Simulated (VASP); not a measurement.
Runs of VASP 6.6.1 on ZrS. The structure is that of space group I4/mmm (No. 139), or close to it. The cells are those of the table. 

| cell | gap on the mesh (eV) | pressure (GPa) |
| --- | --- | --- |
| a = 3.559, b = 3.559, c = 3.968 Å, angles 56.1, 56.1, 67.8°, 2 atoms | none | (a) |
| a = 3.882, b = 3.882, c = 3.347 Å, angles 64.5, 64.5, 51.1°, 2 atoms | none | 23.1 |
| a = 3.797, b = 3.797, c = 3.438 Å, angles 63.1, 63.1, 53.8°, 2 atoms | none | 11.9 |
| a = 3.986, b = 3.986, c = 3.255 Å, angles 65.9, 65.9, 48.2°, 2 atoms | none | 38.0 |

Alike in all rows: task single point; level PBEsol; potentials or basis VASP PAW PBE potentials, release 64 (Zr_sv, S); no spin polarisation; k mesh 22 × 22 × 22; cutoff (eV) 520; smearing gaussian 0.15 eV.

**Question.** Estimate the missing entries.

**Answer.** (a) 29.2.

Caveats: the PAW data sets were made with another functional, which shifts forces and pressure a little.

A k mesh can miss the band edges, and the runs leave out spin-orbit coupling on Zr.

A gap of «none» marks levels without a gap at the run's occupations.
